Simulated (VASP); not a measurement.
GaP:

```xyz
2
Lattice="3.4567 0.0000 0.0000 0.0000 3.4567 0.0000 0.0000 0.0000 2.8026" Properties=species:S:1:pos:R:3 pbc="T T T"
Ga    0.0000    0.0000    0.0000
P     1.7283    1.7283    1.4013
```

| Item | Value |
| --- | --- |
| Program | VASP 6.6.1 |
| Task | relaxation of cell and atoms |
| Functional | HF |
| Potentials or basis | VASP PAW PBE potentials, release 64 (Ga_d, P) |
| Cutoff | 600 eV |
| k mesh | 4 × 4 × 5 |
| Occupations | fermi-dirac, width 0.05 eV |
| Spin | no spin polarisation |

At the start: pressure 6.6 GPa; volume 16.74 Å³/atom.

Q: Where does the relaxation end?

A: Over 7 steps the energy falls by 71.7 meV/atom and the volume is 18.09 Å³/atom (+8.0 %); space group P4/mmm (No. 123, to 0.1 Å) before and after.

The path:
```
step  energy change (eV)  largest force (eV/Å)  pressure (GPa)  volume (Å³)
   1              0.0000                0.0000            6.60        33.49
   2             -0.0790                0.0000           -0.51        36.78
   3             -0.1386                0.0000            1.65        35.39
   4             -0.1432                0.0000           -0.41        36.35
   5             -0.1434                0.0000            0.10        36.16
   6             -0.1434                0.0000           -0.12        36.19
   7             -0.1434                0.0000            0.01        36.17
```

Final structure:
```
CELL_PARAMETERS angstrom
3.47652 0.00000 0.00000
0.00000 3.47652 0.00000
0.00000 0.00000 2.99290
ATOMIC_POSITIONS crystal
Ga 0.00000 0.00000 0.00000
P 0.50000 0.50000 0.50000
```

Caveat: the k points lie up to 0.45 Å⁻¹ apart in the final cell, too coarse for converged energies and pressures of a metal; the PAW data sets were made with another functional, which shifts forces and pressure a little.
